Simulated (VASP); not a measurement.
Set up this calculation in VASP 6.6.1, as the native input.

```
Task                   : single point
Functional             : PBE
Potentials or basis    : VASP PAW PBE potentials, release 64 (Cd_sv_GW)
Cutoff                 : 540 eV
k mesh                 : 4 × 4 × 4
Occupations            : fermi-dirac, width 0.15 eV
Spin                   : non-collinear spin, zero start, spin-orbit coupling
Starting moments       : [[0, 0, 0]] μB
Dipole correction      : no
Further INCAR settings : ALGO = Normal; EDIFF = 1e-06; NBANDS = 31
```

The structure of Cd lies in POSCAR:

```
Cd
1.0
    0.0000000000      2.2506000000      2.2506000000
    2.2506000000      0.0000000000      2.2506000000
    2.2506000000      2.2506000000      0.0000000000
Cd
1
Direct
    0.0000000000      0.0000000000      0.0000000000
```

This isn't the form of Cd at room conditions, which is hcp.

One way to write it, as run:

INCAR

```
SYSTEM = Cd
PREC = Accurate
ENCUT = 540
EDIFF = 1E-6
ISMEAR = -1
SIGMA = 0.15
LREAL = .FALSE.
LASPH = .TRUE.
NELM = 200
ALGO = Normal
ISIF = 2
LWAVE = .FALSE.
LCHARG = .FALSE.
MAGMOM = 0 0 0
LORBIT = 11
LSORBIT = .TRUE.
GGA_COMPAT = .FALSE.
LORBMOM = .TRUE.
GGA = PE
NBANDS = 31
```

KPOINTS

```
Automatic mesh
0
G
  4 4 4
  0 0 0
```

Potentials or basis: VASP PAW PBE potentials, release 64 (Cd_sv_GW).

Run with:

```sh
$ cat potpaw_PBE.64/Cd_sv_GW/POTCAR > POTCAR
$ mpirun -np 1 vasp_ncl > vasp.out
```

Results of the run:

| Item | Value |
| --- | --- |
| Pressure | -2.9 GPa |
| Net moment | 0.00 μB per cell |
| Valence electrons inside the program's atomic spheres | Cd 17.66 |

Caveat: the k points lie up to 0.60 Å⁻¹ apart.

Run time: 21 s on 1 thread of Intel(R) Xeon(R) Platinum 8488C (Sapphire Rapids) (shared host), peak memory 0.2 GiB.
